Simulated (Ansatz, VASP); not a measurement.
**ZnC2 in VASP and in Ansatz**

```
Zn C
1.0
    -1.81207    1.81207    4.06405
     1.81207   -1.81207    4.06405
     1.81207    1.81207   -4.06405
Zn C
2 4
Direct
  0.00000 0.00000 0.00000
  0.75000 0.25000 0.50000
  0.40798 0.40798 0.00000
  0.15798 0.65798 0.50000
  0.34202 0.84202 0.50000
  0.59202 0.59202 0.00000
```

Alike in both runs: functional PBE; k mesh 8 × 8 × 8; occupations gaussian, width 0.1 eV; no spin polarisation.

Ansatz relaxed the structure, and its values are those at the end. VASP's run is a single point on that final structure, the one shown.

```csv
,VASP,Ansatz
version,VASP 6.6.1,Ansatz 0.2.0
potentials or method,"VASP PAW PBE potentials, release 64 (Zn, C), cutoff 600 eV","scalar-relativistic, plane waves, PAW"
valence electrons in the cell,40,40
```

VASP gave:

| Item | Value |
| --- | --- |
| gap on the k mesh at the Fermi level (eV) | none |
| pressure (GPa) | 0.4 |
| rms of the force components (eV/Å) | 0.014 |

Problem. What did Ansatz give for the same quantities?

Solution. gap on the k mesh at the Fermi level (eV): none; pressure (GPa): 0.0; rms of the force components (eV/Å): 0.002.

A gap of «none» marks a metal or a gap that the smearing closes.
